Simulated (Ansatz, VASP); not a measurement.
Two plane-wave programs on LaHg

File INCAR:

```
SYSTEM = LaHg
PREC = Accurate
ENCUT = 520
EDIFF = 1E-8
ISMEAR = -1
SIGMA = 0.08
LREAL = .False.
LASPH = .True.
NELM = 80
ALGO = Normal
ISIF = 2
LWAVE = .False.
LCHARG = .False.
LEFG = .True.
NBANDS = 18
```

Contents of KPOINTS:

```
Automatic mesh
0
Gamma
  11 11 11
  0 0 0
```

File POSCAR:

```
LaHg
1.0
    3.8370000000      0.0000000000      0.0000000000
    0.0000000000      3.8370000000      0.0000000000
    0.0000000000      0.0000000000      3.8370000000
La Hg
1 1
Direct
    0.5000000000      0.5000000000      0.5000000000
    0.0000000000      0.0000000000      0.0000000000
```

Input for Ansatz:

```yaml
crystal:
  lattice:
    - [3.837, 0.0, 0.0]
    - [0.0, 3.837, 0.0]
    - [0.0, 0.0, 3.837]
  atoms:
    - { symbol: La, position: [0.5, 0.5, 0.5] }
    - { symbol: Hg, position: [0.0, 0.0, 0.0] }
kpoints:
  mp_grid: { grid: [11, 11, 11] }
  band_path:
    path:
      - [0.0, 0.0, 0.0]
      - [0.0, 0.5, 0.0]
      - [0.5, 0.5, 0.0]
      - [0.0, 0.0, 0.0]
      - [0.5, 0.5, 0.5]
      - [0.0, 0.5, 0.0]
      - [0.5, 0.5, 0.5]
      - [0.5, 0.5, 0.0]
    npoints: 14
scf:
  occupations: { method: fermi_dirac, width: 0.08 }
hamiltonian:
  xc: lda
  pseudopotentials: { kind: paw }
output:
  forces: true
  stress: true
  eigenvalues: true
  efg: { contact_densities: true }
  populations: true
  bader: true
  dos: { projected: true, de: 0.2, e_range: [-14, 8] }
  write_density: true
  write_potential: true
  elf: true
  volumetric_format: npy
```

Alike in both runs: task electric field gradients; functional LDA; k mesh 11 × 11 × 11; occupations fermi-dirac, width 0.08 eV; no spin polarisation.

|  | VASP | Ansatz |
| --- | --- | --- |
| version | VASP 6.6.1 | Ansatz 0.2.0 |
| potentials or method | VASP PAW LDA potentials, release 64 (La, Hg) | PAW with Ansatz's default frozen-core files, scalar-relativistic |
| plane-wave cutoff (eV) | 520 | 420 |
| valence electrons in the cell | 23 | 31 |

Ansatz gave:

```
pressure (GPa) : -1.9
```

Question: Which values does VASP return?

Answer: Pressure (GPa): -1.7.

LDA's correlation is that of Perdew and Zunger in VASP and of Perdew and Wang (1992) in Ansatz. VASP's potentials hold 23 valence electrons a cell and Ansatz's 31, so a difference there can come from the potentials and not from the codes.

Neither program's run includes spin-orbit coupling.
